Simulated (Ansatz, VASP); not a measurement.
## Two plane-wave programs on Sr2MgAl3

```
Sr Mg Al
1.0
     6.03727    0.00000    0.00000
    -3.01864    5.22843    0.00000
     0.00000    0.00000    9.61832
Sr Mg Al
4 2 6
Direct
  0.33333 0.66667 0.06864
  0.66667 0.33333 0.56864
  0.33333 0.66667 0.43136
  0.66667 0.33333 0.93136
  0.00000 0.00000 0.00000
  0.00000 0.00000 0.50000
  0.82706 0.65413 0.25000
  0.17294 0.82706 0.75000
  0.34587 0.17294 0.25000
  0.17294 0.34587 0.75000
  0.82706 0.17294 0.25000
  0.65413 0.82706 0.75000
```

Alike in both runs: functional PBE; k mesh 6 × 6 × 4; occupations gaussian, width 0.1 eV; no spin polarisation.

Ansatz relaxed the structure, and its values are those at the end. VASP's run is a single point on that final structure, the one shown.

|  | VASP | Ansatz |
| --- | --- | --- |
| version | VASP 6.6.1 | Ansatz 0.2.0 |
| potentials or method | VASP PAW PBE potentials, release 64 (Sr_sv, Mg, Al), cutoff 520 eV | scalar-relativistic, plane waves, PAW |
| valence electrons in the cell | 62 | 78 |

VASP gave:

| Item | Value |
| --- | --- |
| gap on the k mesh at the Fermi level (eV) | none |
| pressure (GPa) | 0.0 |
| rms of the force components (eV/Å) | 0.003 |

Q: Which values does Ansatz return?

A: gap on the k mesh at the Fermi level (eV): none; pressure (GPa): 0.0; rms of the force components (eV/Å): 0.002.

A gap of «none» marks a metal or a gap that the smearing closes. VASP's potentials hold 62 valence electrons a cell and Ansatz's 78, so a difference there can come from the potentials and not from the codes.
